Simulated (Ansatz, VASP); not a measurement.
## SiCl in VASP and in Ansatz

INCAR

```
ALGO = Normal
EDIFF = 1E-6
ENCUT = 520
GGA = PS
ISIF = 2
ISMEAR = 0
LASPH = True
LCHARG = True
LELF = True
LREAL = False
LVHAR = True
LWAVE = False
NBANDS = 19
NELM = 100
PREC = Accurate
SIGMA = 0.1
```

The input KPOINTS:

```
k-points
0
Gamma
  15 15 6
```

File POSCAR:

```
SiCl
1.0
    3.1516963090      0.0000000000      0.0000000000
   -1.5758481545      2.7294490686      0.0000000000
    0.0000000000      0.0000000000      9.0672230365
Si Cl
2 2
Direct
    0.3333333300      0.6666666700      0.3205100000
    0.6666666700      0.3333333300      0.8205100000
    0.3333333300      0.6666666700      0.0544910000
    0.6666666700      0.3333333300      0.5544910000
```

Input for Ansatz:

```yaml
crystal:
  lattice:
    - [3.151696309, 0.0, 0.0]
    - [-1.5758481545, 2.7294490686, 0.0]
    - [0.0, 0.0, 9.0672230365]
  atoms:
    - { symbol: Si, position: [0.33333333, 0.66666667, 0.32051] }
    - { symbol: Si, position: [0.66666667, 0.33333333, 0.82051] }
    - { symbol: Cl, position: [0.33333333, 0.66666667, 0.054491] }
    - { symbol: Cl, position: [0.66666667, 0.33333333, 0.554491] }
basis:
  ecutwfc: 420
kpoints:
  mp_grid: { grid: [15, 15, 6] }
hamiltonian:
  xc: pbesol
scf:
  occupations: { method: gaussian, width: 0.1 }
output:
  forces: true
  stress: true
  eigenvalues: true
```

Alike in both runs: task single point; functional PBEsol; k mesh 15 × 15 × 6; occupations gaussian, width 0.1 eV; no spin polarisation.

|  | VASP | Ansatz |
| --- | --- | --- |
| version | VASP 6.6.1 | Ansatz 0.2.0 |
| potentials or method | VASP PAW PBE potentials, release 64 (Si, Cl), cutoff 520 eV | scalar-relativistic, plane waves, PAW |
| valence electrons in the cell | 22 | 22 |

```csv
,VASP,Ansatz,Ansatz less VASP
gap on the k mesh at the Fermi level (eV),none,none,-
pressure (GPa),-3.2,-3.2,-0.01
"traceless stress, the component that is largest in VASP (GPa)",-1.58,-1.66,-0.079
rms of the force components (eV/Å),0.364,0.356,-0.0073
```

VASP's potentials were made for PBE, not for PBEsol. Atom by atom the forces differ by 0.007 eV/Å (rms over components). A gap of «none» marks a metal or a gap that the smearing closes. With one functional, cell and mesh, what is left measures potentials, basis and numerics.
